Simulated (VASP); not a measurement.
CaO:

```xyz
2
Lattice="0.0000 2.4352 2.4352 2.4352 0.0000 2.4352 2.4352 2.4352 0.0000" Properties=species:S:1:pos:R:3 pbc="T T T"
Ca    0.0000    0.0000    0.0000
O     2.4352    2.4352    2.4352
```

Base run:

* Program: VASP 6.6.1
* Functional: PBE
* Potentials or basis: VASP PAW PBE potentials, release 64 (Ca_sv, O)
* Cutoff: 520 eV
* k mesh: 10 × 10 × 10
* Occupations: fermi-dirac, width 0.05 eV
* Spin: no spin polarisation

Its results: band gap on the k mesh 3.64 eV (least direct gap 4.02 eV); pressure -2.0 GPa.

**Question.** The run is repeated on the same cell with these changes: functional from PBE to PBEsol; dispersion from none to D4. What comes out?

**Answer.** Band gap on the k mesh 3.55 eV (least direct gap 3.93 eV); pressure -7.1 GPa.

Several settings changed at once.

Caveats: the cell stands under tension (at least some runs); the PAW data sets were made with another functional, which shifts forces and pressure a little (at least some runs).

A k mesh can miss the band edges.
